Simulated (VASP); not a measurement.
# Co (Fd-3m) in VASP: a series of runs

Aim: see how the results for Co move with the level of theory and the settings. Levels: BLYP, PBEsol, r2SCAN. Tasks: single point.

All numbers are computed with VASP 6.6.1; they aren't measurements. Logs are shortened: lines on timing, memory, paths and dates and some standing lists are left out, and cuts for length are marked.

### Step 1. The cell of the first run

It takes space group Fd-3m (No. 227, cubic). Conventional cell: a = 6.435 Å, b = 6.435 Å, c = 6.435 Å, α = 90.00°, β = 90.00°, γ = 90.00°. Within 3.5 Å of Co (site symmetry -43m) lie 16 Co at 2.67 to 2.79 Å. Within 3.0 Å of Co (site symmetry -3m) lie 12 Co at 2.28 to 2.67 Å.

This isn't the form of Co at room conditions, which is hcp.

### Step 2. Single point, BLYP, collinear spin, ferromagnetic start

The input, INCAR:

```
PREC = Accurate
ENCUT = 520
EDIFF = 1E-7
ISMEAR = -1
SIGMA = 0.05
LREAL = F
LASPH = T
NELM = 150
ALGO = Normal
ISIF = 2
LWAVE = F
LCHARG = F
ISPIN = 2
MAGMOM = 2.5 2.5 2.5 2.5 2.5 2.5
LORBIT = 11
LMAXMIX = 4
GGA = B5
ALDAX = 1.0
AGGAX = 1.0
AGGAC = 1.0
ALDAC = 0.0
NBANDS = 40
```

The input, KPOINTS:

```
Automatic mesh
0
Gamma
  6 6 6
```

The input, POSCAR:

```
Co
1.0
    4.5500510000      0.0000000000      0.0000000000
    2.2750255000      3.9404597545      0.0000000000
    2.2750255000      1.3134865848      3.7151010845
Co
6
Direct
    0.2500000000      0.2500000000      0.2500000000
    0.0000000000      0.0000000000      0.0000000000
    0.6250000000      0.6250000000      0.1250000000
    0.6250000000      0.1250000000      0.6250000000
    0.1250000000      0.6250000000      0.6250000000
    0.6250000000      0.6250000000      0.6250000000
```

Potentials or basis: VASP PAW PBE potentials, release 64 (Co).

On the command line:

```console
cat potpaw_PBE.64/Co/POTCAR > POTCAR
mpirun -np 1 vasp_std > vasp.out
```

OUTCAR:

```text
PREC = Accurate
   ENCUT = 520
   EDIFF = 1E-7
   ISMEAR = -1
   LREAL = F
   LASPH = T
   NELM = 150
   ISIF = 2
   ISPIN = 2
   LORBIT = 11
   GGA = B5

 ion  position               nearest neighbor table
   1  0.250  0.250  0.250-   4 2.67   5 2.67   6 2.67   6 2.67   5 2.67   3 2.67   4 2.67   4 2.67
                             5 2.67   6 2.67   3 2.67   3 2.67   2 2.79   2 2.79   2 2.79   2 2.79
   2  0.000  0.000  0.000-   4 2.67   6 2.67   5 2.67   6 2.67   5 2.67   3 2.67   4 2.67   4 2.67
                             6 2.67   5 2.67   3 2.67   3 2.67   1 2.79   1 2.79   1 2.79   1 2.79
   3  0.625  0.625  0.125-   6 2.28   5 2.28   6 2.28   5 2.28   4 2.28   4 2.28   1 2.67   2 2.67
                             1 2.67   2 2.67   2 2.67   1 2.67
   4  0.625  0.125  0.625-   3 2.28   3 2.28   6 2.28   5 2.28   6 2.28   5 2.28   2 2.67   1 2.67
                             1 2.67   2 2.67   2 2.67   1 2.67
   5  0.125  0.625  0.625-   3 2.28   3 2.28   4 2.28   4 2.28   6 2.28   6 2.28   1 2.67   2 2.67
                             2 2.67   1 2.67   1 2.67   2 2.67
   6  0.625  0.625  0.625-   3 2.28   3 2.28   4 2.28   4 2.28   5 2.28   5 2.28   2 2.67   1 2.67
                             1 2.67   2 2.67   2 2.67   1 2.67

  LATTYP: Found a face centered cubic cell.
 ALAT       =     6.4347438337

  Lattice vectors:

 A1 = (   4.5500510000,   0.0000000000,   0.0000000000)
 A2 = (   2.2750255000,   3.9404597545,   0.0000000000)
 A3 = (   2.2750255000,   1.3134865848,   3.7151010845)

Analysis of symmetry for initial positions (statically):
=====================================================================
 Subroutine PRICEL returns:
 Original cell was already a primitive cell.

 Routine SETGRP: Setting up the symmetry group for a
 face centered cubic supercell.

 Subroutine GETGRP returns: Found 48 space group operations
 (whereof 24 operations were pure point group operations)
 out of a pool of 48 trial point group operations.

The static configuration has the point symmetry T_d .
 The point group associated with its full space group is O_h .

Analysis of symmetry for dynamics (positions and initial velocities):
=====================================================================
 Subroutine PRICEL returns:
 Original cell was already a primitive cell.

 Routine SETGRP: Setting up the symmetry group for a
 face centered cubic supercell.

 Subroutine GETGRP returns: Found 48 space group operations
 (whereof 24 operations were pure point group operations)
 out of a pool of 48 trial point group operations.

The dynamic configuration has the point symmetry T_d .
 The point group associated with its full space group is O_h .

Analysis of structural, dynamic, and magnetic symmetry:
=====================================================================
 Subroutine PRICEL returns:
 Original cell was already a primitive cell.

 Routine SETGRP: Setting up the symmetry group for a
 face centered cubic supercell.

 Subroutine GETGRP returns: Found 48 space group operations
 (whereof 24 operations were pure point group operations)
 out of a pool of 48 trial point group operations.

The overall configuration has the point symmetry T_d .
 The point group associated with its full space group is O_h .

 Subroutine INISYM returns: Found 48 space group operations
 (whereof 24 operations are pure point group operations),
 and found     1 'primitive' translations

----------------------------------------------------------------------------------------

                                     Primitive cell

  volume of cell :      66.6091

  direct lattice vectors                    reciprocal lattice vectors
     4.550051000  0.000000000  0.000000000     0.219777756 -0.126888747 -0.089723893
     2.275025500  3.940459754  0.000000000     0.000000000  0.253777494 -0.089723893
     2.275025500  1.313486585  3.715101085     0.000000000  0.000000000  0.269171680

  length of vectors
     4.550051000  4.550051000  4.550051000     0.269171680  0.269171680  0.269171680

  position of ions in fractional coordinates (direct lattice)
     0.250000000  0.250000000  0.250000000
     0.000000000  0.000000000  0.000000000
     0.625000000  0.625000000  0.125000000
     0.625000000  0.125000000  0.625000000
     0.125000000  0.625000000  0.625000000
     0.625000000  0.625000000  0.625000000

  ion indices of the primitive-cell ions
   primitive index   ion index
                 1           1
                 2           2
[... 52 lines left out ...]
   dimension x,y,z NGX =    36 NGY =   36 NGZ =   36
   dimension x,y,z NGXF=    72 NGYF=   72 NGZF=   72
   ions per type =               6
   NGX,Y,Z   is equivalent  to a cutoff of  13.15, 13.15, 13.15 a.u.
   NGXF,Y,Z  is equivalent  to a cutoff of  26.31, 26.31, 26.31 a.u.
 SYSTEM =  unknown system
   PREC   = accura    normal or accurate (medium, high low for compatibility)
   ISTART =      0    job   : 0-new  1-cont  2-samecut
   ICHARG =      2    charge: 1-file 2-atom 10-const
   ISPIN  =      2    spin polarized calculation?
   LNONCOLLINEAR =      F non collinear calculations
   LSORBIT =      F    spin-orbit coupling
   LASPH  =      T    aspherical Exc in radial PAW
   ENCUT  =  520.0 eV  38.22 Ry    6.18 a.u.   8.46  8.46  8.46*2*pi/ulx,y,z
   NELM   =    150;   NELMIN=  2; NELMDL= -5     # of ELM steps
   EDIFF  = 0.1E-06   stopping-criterion for ELM
   LREAL  =      F    real-space projection
   EDIFFG = 0.1E-05   stopping-criterion for IOM
   NSW    =      0    number of steps for IOM
   IBRION =     -1    ionic relax: 0-MD 1-quasi-New 2-CG
   NFREE  =      0    steps in history (QN), initial steepest desc. (CG)
   ISIF   =      2    stress and relaxation
   ISYM   =      2    0-nonsym 1-usesym 2-fastsym
   POTIM  = 0.5000    time-step for ionic-motion
   TEBEG  =    0.0;   TEEND  =   0.0 temperature during run
   PSTRESS=    0.0 pullay stress
   NELECT =      54.0000    total number of electrons
   NUPDOWN=      -1.0000    fix difference up-down
   EMIN   =  10.00;   EMAX   =-10.00  energy-range for DOS
   EFERMI =   0.00;   METHOD = LEGACY
   ISMEAR =    -1;   SIGMA  =   0.05  broadening in eV -4-tet -1-fermi 0-gaus
   EFERMI_NEDOS =   21; number of points for ismear=-14 and -15
   IALGO  =     38    algorithm
   IMIX   =      4    mixing-type and parameters
     AMIX     =   0.40;   BMIX     =  1.00
     AMIX_MAG =   1.60;   BMIX_MAG =  1.00
  volume/ion in A,a.u.               =      11.10        74.92
  Fermi-wavevector in a.u.,A,eV,Ry     =   1.526493  2.884654 31.704036  2.330181
  Thomas-Fermi vector in A             =   2.634519
   LORBIT       =     11    0 simple, 1 ext, 2 COOP (PROOUT), +10 PAW based schemes
   GGA     = B5    functional components
   LHFCALC =     F    Hartree Fock is set to
   AEXX    =    0.0000 exact exchange contribution
   IVDW    =     0    specifies the selected vdW correction
   LEPSILON=     F    determine dielectric tensor
   LRPA    =     F    only Hartree local field effects (RPA)
 spin polarized calculation
  energy-cutoff  :      520.00
  volume of cell :       66.61
 maximum number of plane-waves:      1820
 NGX is ok and might be reduce to    36
   NGX = 17   NGY = 17   NGZ = 17

 number of electron      54.0000033 magnetization      10.5940335

 number of electron      54.0000037 magnetization       9.5321723

 Free energy of the ion-electron system (eV)
  ---------------------------------------------------
  ext. energy  EPLUGINS =         0.00000000
  ---------------------------------------------------
  free energy    TOTEN  =       -35.09599749 eV

  energy without entropy =      -35.02601107  energy(sigma->0) =      -35.06100428

 E-fermi :  10.7286     XC(G=0): -12.6359

 val. band max:       10.7274786073   @ k =  -0.3333   0.5000   0.1667
 cond. band min:      10.7686160137   @ k =   0.5000   0.3333   0.1667
 fundamental gap:      0.0411374064
 Fermi energy:        10.7286117954

 spin component 1

 k-point     1 :       0.0000    0.0000    0.0000
  band No.  band energies     occupation
      1       1.7494      1.00000
      2       4.4530      1.00000
      3       5.6142      1.00000
      4       5.6142      1.00000
      5       5.6142      1.00000
      6       6.2976      1.00000
[... 661 lines left out ...]
     38      18.9457      0.00000
     39      22.9109      0.00000
 Fermi energy:        10.7286117954

 spin component 2

 k-point     1 :       0.0000    0.0000    0.0000
  band No.  band energies     occupation
      1       1.8043      1.00000
      2       5.5066      1.00000
      3       6.7156      1.00000
      4       6.7156      1.00000
      5       6.7156      1.00000
      6       7.4545      1.00000
[... 661 lines left out ...]
     38      19.5753      0.00000
     39      23.3172      0.00000
 [bands above 39 left out]

------------------------ aborting loop because EDIFF is reached ----------------------------------------

  FORCE on cell =-STRESS in cart. coord.  units (eV):
  Direction    XX          YY          ZZ          XY          YZ          ZX
  --------------------------------------------------------------------------------------
  -------------------------------------------------------------------------------------
  Total        6.0826318      6.0826318      6.0826318     -0.0000000     -0.0000000     -0.0000000
  in kB      146.3080806    146.3080806    146.3080806     -0.0000000     -0.0000000     -0.0000000
  external PRESSURE =     146.3080806 kB  Pullay stress =       0.0000000 kB

 VOLUME and BASIS-vectors are now :
 -----------------------------------------------------------------------------
  energy-cutoff  :      520.00
  volume of cell :       66.61
      direct lattice vectors                 reciprocal lattice vectors
     4.550051000  0.000000000  0.000000000     0.219777756 -0.126888747 -0.089723893
     2.275025500  3.940459754  0.000000000     0.000000000  0.253777494 -0.089723893
     2.275025500  1.313486585  3.715101085     0.000000000  0.000000000  0.269171680

 POSITION                                       TOTAL-FORCE (eV/Angst)
 -----------------------------------------------------------------------------------
      2.27503      1.31349      0.92878         0.000000      0.000000     -0.000000
      0.00000      0.00000      0.00000        -0.000000     -0.000000      0.000000
      4.55005      2.62697      0.46439        -0.000000     -0.000000     -0.000000
      4.55005      1.31349      2.32194        -0.000000     -0.000000     -0.000000
      3.41254      3.28372      2.32194        -0.000000     -0.000000     -0.000000
      5.68756      3.28372      2.32194        -0.000000     -0.000000     -0.000000
 -----------------------------------------------------------------------------------
    total drift:                                0.000000      0.000000      0.000000

  FREE ENERGIE OF THE ION-ELECTRON SYSTEM (eV)
  ---------------------------------------------------
  free  energy   TOTEN  =       -35.0959974859 eV

  energy  without entropy=      -35.0260110702  energy(sigma->0) =      -35.06100428

 total charge

# of ion       s       p       d       tot
------------------------------------------
    1        0.393   0.394   7.261   8.048
    2        0.393   0.394   7.261   8.048
    3        0.535   0.561   7.369   8.466
    4        0.535   0.561   7.369   8.466
    5        0.535   0.561   7.369   8.466
    6        0.535   0.561   7.369   8.466
--------------------------------------------------
tot          2.925   3.033  44.000  49.958

 magnetization (x)

# of ion       s       p       d       tot
------------------------------------------
    1       -0.011  -0.039   1.712   1.662
    2       -0.011  -0.039   1.712   1.662
    3       -0.012  -0.053   1.639   1.574
    4       -0.012  -0.053   1.639   1.574
    5       -0.012  -0.053   1.639   1.574
    6       -0.012  -0.053   1.639   1.574
--------------------------------------------------
tot         -0.071  -0.290   9.982   9.621
```

Run time: 2.8 min. Hardware: 1 thread of Intel Xeon Platinum 8259CL at 2.50GHz (Skylake/Cascade Lake), shared host; peak memory 0.26 GiB.

Results:

```yaml
Free_energy: -35.0960 eV
Pressure: 14.6 GPa
Net_moment: 9.53 μB per cell
Site_moments: Co +1.66, +1.57 (each value once) μB
Valence_electrons_inside_the_program's_atomic_spheres: Co 8.05, 8.47 (each value once)
```

Caveat: the cell stands under pressure; the PAW data sets were made with another functional, which shifts forces and pressure a little.

### Step 3. Single point, PBEsol, collinear spin, ferromagnetic start

The input, INCAR:

```
PREC = Accurate
ENCUT = 520
EDIFF = 1E-7
ISMEAR = -1
SIGMA = 0.05
LREAL = False
LASPH = True
NELM = 150
ALGO = Normal
ISIF = 2
LWAVE = False
LCHARG = False
ISPIN = 2
MAGMOM = 2.5 2.5 2.5 2.5 2.5 2.5
LORBIT = 11
LMAXMIX = 4
GGA = PS
NBANDS = 40
```

The input, KPOINTS:

```
regular mesh
0
Gamma
  6 6 6
```

POSCAR is that of step 2.

Potentials or basis: VASP PAW PBE potentials, release 64 (Co).

On the command line:

```console
cat potpaw_PBE.64/Co/POTCAR > POTCAR
mpirun -np 1 vasp_std > vasp.out
```

Wall time 2.4 min (1 thread of Intel Xeon Platinum 8259CL at 2.50GHz (Skylake/Cascade Lake), shared host); peak memory 0.26 GiB.

Results (log left out):

```
Free energy                                           : -45.0407 eV
Pressure                                              : -3.6 GPa
Band gap on the k mesh                                : zero (filled and empty bands overlap)
Net moment                                            : 9.99 μB per cell
Site moments                                          : Co +1.74, +1.65 (each value once) μB
Valence electrons inside the program's atomic spheres : Co 8.00, 8.45 (each value once)
```

Levels at points of the mesh, in eV from the Fermi level:
Spin up:
```tsv
k point	band 29	band 30	band 31	band 32	band 33	band 34	band 35	band 36
(0.00, 0.00, 0.00)	-0.19	-0.19	-0.19	1.11	2.71	2.71	2.71	6.41
(0.50, 0.00, 0.00)	-1.27	-1.00	-1.00	-0.20	1.91	2.26	2.26	5.32
(0.50, 0.50, 0.00)	-1.33	-1.33	-1.29	-1.29	1.26	1.26	2.00	2.00
```
Spin down:
| k point | band 19 | band 20 | band 21 | band 22 | band 23 | band 24 | band 25 | band 26 |
| --- | --- | --- | --- | --- | --- | --- | --- | --- |
| (0.00, 0.00, 0.00) | -0.54 | -0.54 | 0.13 | 0.13 | 0.13 | 0.60 | 0.60 | 0.60 |
| (0.50, 0.00, 0.00) | -0.59 | -0.59 | -0.29 | -0.26 | -0.26 | 0.07 | 0.13 | 0.30 |
| (0.50, 0.50, 0.00) | -0.47 | -0.47 | -0.19 | -0.19 | -0.08 | -0.08 | 0.39 | 0.39 |

Caveat: the cell stands under tension; the PAW data sets were made with another functional, which shifts forces and pressure a little.

### Step 4. Single point, r2SCAN, collinear spin, ferromagnetic start

POSCAR is that of step 3.

The input, INCAR.step1:

```
SYSTEM = Co
PREC = Accurate
ENCUT = 520
ISMEAR = -1
SIGMA = 0.05
LREAL = .False.
LASPH = .True.
NELM = 150
ISPIN = 2
MAGMOM = 2.5 2.5 2.5 2.5 2.5 2.5
LMAXMIX = 4
NBANDS = 40
GGA = PE
ALGO = Normal
EDIFF = 1E-4
LWAVE = .True.
LCHARG = .False.
```

The input, INCAR.step2:

```
SYSTEM = Co
PREC = Accurate
ENCUT = 520
EDIFF = 1E-7
ISMEAR = -1
SIGMA = 0.05
LREAL = .False.
LASPH = .True.
NELM = 150
ALGO = Normal
ISIF = 2
LWAVE = .False.
LCHARG = .False.
ISPIN = 2
MAGMOM = 2.5 2.5 2.5 2.5 2.5 2.5
LORBIT = 11
LMAXMIX = 4
METAGGA = R2SCAN
LMIXTAU = .True.
NBANDS = 40
ISTART = 1
```

The input, KPOINTS:

```
regular mesh
0
Gamma
  6 6 6
  0 0 0
```

On the command line:

```console
cat potpaw_PBE.64/Co/POTCAR > POTCAR
cp INCAR.step1 INCAR
mpirun -np 1 vasp_std > vasp.out
cp INCAR.step2 INCAR
mpirun -np 1 vasp_std > vasp.out
```

It took 7 min on 1 thread of Intel Xeon Platinum 8259CL at 2.50GHz (Skylake/Cascade Lake), shared host; peak memory 0.28 GiB.

Results (log left out):

```
Free energy                                           : -78.3395 eV
Pressure                                              : 3.0 GPa
Net moment                                            : 11.13 μB per cell
Site moments                                          : Co +1.96, +1.89 (each value once) μB
Valence electrons inside the program's atomic spheres : Co 8.02, 8.46 (each value once)
```

Levels at points of the mesh, in eV from the Fermi level:
Spin up:
```csv
k point,band 28,band 29,band 30,band 31,band 32,band 33,band 34,band 35,band 36,band 37
"(0.00, 0.00, 0.00)",-2.01,-1.06,-1.06,-1.06,1.10,2.51,2.51,2.51,6.20,6.20
"(0.50, 0.00, 0.00)",-2.19,-2.19,-1.87,-1.87,-1.07,1.69,1.99,1.99,5.06,5.06
"(0.50, 0.50, 0.00)",-2.42,-2.20,-2.20,-2.06,-2.06,0.72,0.72,1.58,1.58,11.55
```
Spin down:
```
           k point  band 18  band 19  band 20  band 21  band 22  band 23  band 24  band 25
(0.00, 0.00, 0.00)    -0.71    -0.46    -0.46     0.41     0.41     0.41     0.66     0.94
(0.50, 0.00, 0.00)    -0.71    -0.52    -0.52    -0.17    -0.17    -0.14     0.34     0.37
(0.50, 0.50, 0.00)    -1.60    -0.24    -0.24    -0.20    -0.20     0.16     0.16     0.46
```

Caveat: the cell stands under pressure; the PAW data sets were made with another functional, which shifts forces and pressure a little.

### Step 5. Overview

```tsv
level	gap on the mesh (eV)	pressure (GPa)	moment (μB)
BLYP	none	14.6	9.53
PBEsol	none	-3.6	9.99
r2SCAN	none	3.0	11.13
```

Alike in all rows: task single point; potentials or basis VASP PAW PBE potentials, release 64 (Co); spin collinear, ferromagnetic start; cell as given; k mesh 6 × 6 × 6; cutoff (eV) 520; smearing fermi-dirac 0.05 eV.

The pressure there spans -3.6 GPa (PBEsol) to 14.6 GPa (BLYP); a positive pressure means that this level wants a larger cell, a negative one a smaller.

Caveats: the PAW data sets were made with another functional, which shifts forces and pressure a little; the cell stands under pressure (at least some runs); the cell stands under tension (at least some runs).

Absolute energies hang on the potentials; compare differences alone.

The gap in the log of VASP goes by the Fermi energy; the results here count the filled bands.